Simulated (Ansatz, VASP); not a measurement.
# One calculation of CdSe, two programs

The input INCAR:

```
SYSTEM = CdSe
ALGO = Normal ; EDIFF = 1E-6
ENCUT = 520 ; GGA = PS
GGA_COMPAT = .FALSE. ; ISIF = 2
ISMEAR = -1 ; LASPH = .TRUE.
LCHARG = .FALSE. ; LORBIT = 11
LORBMOM = .TRUE. ; LREAL = .FALSE.
LSORBIT = .TRUE. ; LWAVE = .FALSE.
MAGMOM = 0 0 0 0 0 0 0 0 0 0 0 0 ; NBANDS = 50
NELM = 150 ; PREC = Accurate
SIGMA = 0.05
```

The input KPOINTS:

```
k-points
0
G
  7 7 4
  0 0 0
```

Contents of POSCAR:

```
CdSe
1.0
    4.3565854364      0.0000000000      0.0000000000
   -2.1782927182      3.7729136617      0.0000000000
    0.0000000000      0.0000000000      7.1123790148
Cd Se
2 2
Direct
    0.6666666667      0.3333333333      0.5000000000
    0.3333333333      0.6666666667      0.0000000000
    0.6666666667      0.3333333333      0.8850000000
    0.3333333333      0.6666666667      0.3850000000
```

The input input.yaml:

```yaml
crystal:
  lattice:
    - [4.3565854364, 0.0, 0.0]
    - [-2.1782927182, 3.7729136617, 0.0]
    - [0.0, 0.0, 7.1123790148]
  atoms:
    - { symbol: Cd, position: [0.6666666667, 0.3333333333, 0.5] }
    - { symbol: Cd, position: [0.3333333333, 0.6666666667, 0.0] }
    - { symbol: Se, position: [0.6666666667, 0.3333333333, 0.885] }
    - { symbol: Se, position: [0.3333333333, 0.6666666667, 0.385] }
hamiltonian:
  xc: pbesol
  pseudopotentials: { kind: paw_fr }
magnetization:
  noncollinear: true
  spin_orbit: true
kpoints:
  mp_grid: { grid: [7, 7, 4] }
scf:
  occupations: { method: fermi_dirac, width: 0.05 }
output:
  forces: true
  stress: true
  eigenvalues: true
```

Alike in both runs: task single point; functional PBEsol; k mesh 7 × 7 × 4; occupations fermi-dirac, width 0.05 eV; non-collinear spin, spin-orbit coupling.

|  | VASP | Ansatz |
| --- | --- | --- |
| version | VASP 6.6.1 | Ansatz 0.2.0 |
| potentials or method | VASP PAW PBE potentials, release 64 (Cd, Se) | Ansatz PAW |
| plane-wave cutoff (eV) | 520 | 420 |
| valence electrons in the cell | 36 | 72 |

Ansatz gave:

* pressure (GPa): -1.8
* traceless stress, the component that is largest in VASP (GPa): -0.91
* rms of the force components (eV/Å): 0.131
* net moment per atom (μB): 0.00

Task: Estimate VASP's values.

Result: Pressure (GPa): -1.4; traceless stress, the component that is largest in VASP (GPa): -0.96; rms of the force components (eV/Å): 0.136; net moment per atom (μB): 0.00.

VASP's potentials were made for PBE, not for PBEsol. Atom by atom the forces differ by 0.005 eV/Å (rms over components). VASP's potentials hold 36 valence electrons a cell and Ansatz's 72, so a difference there can come from the potentials and not from the codes.

Noted on Ansatz's run: odd divisions of the mesh miss points on the zone boundary, where band edges often lie, so the gap on the mesh can be too wide.
